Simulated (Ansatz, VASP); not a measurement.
Au in VASP and in Ansatz

Contents of POSCAR:

```
Au
1.0
    0.0000000000      2.0719870000      2.0719870000
    2.0719870000      0.0000000000      2.0719870000
    2.0719870000      2.0719870000      0.0000000000
Au
1
Direct
    0.0000000000      0.0000000000      0.0000000000
```

Contents of INCAR.step1:

```
SYSTEM = Au
PREC     = Accurate       ! precision mode
ENCUT    = 550            ! plane-wave cutoff, eV
ISMEAR   = -1             ! smearing method
SIGMA    = 0.0974         ! smearing width, eV
LREAL    = .False.        ! projectors in reciprocal space
LASPH    = .True.         ! aspherical terms in the spheres
NELM     = 120            ! most SCF steps
GGA      = PE             ! functional
ALGO     = Normal         ! electronic algorithm
EDIFF    = 1E-5           ! SCF threshold, eV
LWAVE    = .True.         ! write WAVECAR
LCHARG   = .False.        ! write CHGCAR
GGA_COMPAT= .False.      
IBRION   = 2              ! ionic algorithm
ISIF     = 3              ! what is computed and relaxed
EDIFFG   = -0.005         ! ionic threshold
NELMIN   = 4            
NSW      = 100            ! ionic steps
```

INCAR.step2

```
SYSTEM = Au
PREC     = Accurate       ! precision mode
ENCUT    = 550            ! plane-wave cutoff, eV
EDIFF    = 1E-7           ! SCF threshold, eV
ISMEAR   = -1             ! smearing method
SIGMA    = 0.0974         ! smearing width, eV
LREAL    = .False.        ! projectors in reciprocal space
LASPH    = .True.         ! aspherical terms in the spheres
NELM     = 120            ! most SCF steps
ALGO     = Normal         ! electronic algorithm
ISIF     = 3              ! what is computed and relaxed
LWAVE    = .False.        ! write WAVECAR
LCHARG   = .False.        ! write CHGCAR
METAGGA  = R2SCAN         ! meta-GGA
LMIXTAU  = .True.       
IBRION   = 2              ! ionic algorithm
NSW      = 60             ! ionic steps
EDIFFG   = -0.01          ! ionic threshold
ISTART   = 1            
GGA_COMPAT= .False.      
NELMIN   = 4
```

Contents of KPOINTS:

```
regular mesh
0
Gamma
  7 7 7
  0 0 0
```

Input for Ansatz:

```yaml
crystal:
  lattice:
    - [0.0, 2.071987, 2.071987]
    - [2.071987, 0.0, 2.071987]
    - [2.071987, 2.071987, 0.0]
  atoms:
    - { symbol: Au, position: [0.0, 0.0, 0.0] }
  symmetry: { tolerance: 0.0003 }
kpoints:
  mp_grid: { grid: [7, 7, 7], shift: [0, 0, 0] }
magnetization:
  spin_polarized: false
scf:
  occupations: { method: fermi_dirac, width: 0.0974 }
  n_extra_bands: 4
hamiltonian:
  pseudopotentials: { kind: paw }
  xc: r2scan
basis:
  ecutwfc: 500
  xc_grid: 2
output:
  forces: true
  stress: true
  eigenvalues: true
relax:
  max_steps: 40
  cell: {}
```

Alike in both runs: task relaxation of cell and atoms; functional r2SCAN; k mesh 7 × 7 × 7; occupations fermi-dirac, width 0.0974 eV; no spin polarisation.

|  | VASP | Ansatz |
| --- | --- | --- |
| version | VASP 6.6.1 | Ansatz 0.2.0 |
| potentials or method | VASP PAW PBE potentials, release 64 (Au), cutoff 550 eV | PAW plane waves |
| valence electrons in the cell | 11 | 19 |

VASP gave:

- gap on the k mesh at the Fermi level, each at its own relaxed structure (eV): none
- relaxed volume (Å³/atom): 17.53
- relaxed cell length with the largest relative difference (Å): 2.916

Task: Which values does Ansatz return?

Result: gap on the k mesh at the Fermi level, each at its own relaxed structure (eV): none; relaxed volume (Å³/atom): 17.50; relaxed cell length with the largest relative difference (Å): 2.914.

VASP's potentials were made for PBE, not for r2SCAN. A gap of «none» marks a metal or a gap that the smearing closes. VASP's potentials hold 11 valence electrons a cell and Ansatz's 19, so a difference there can come from the potentials and not from the codes.

The k mesh is coarse, so the values compare programs but aren't converged. Spin-orbit coupling is off throughout.
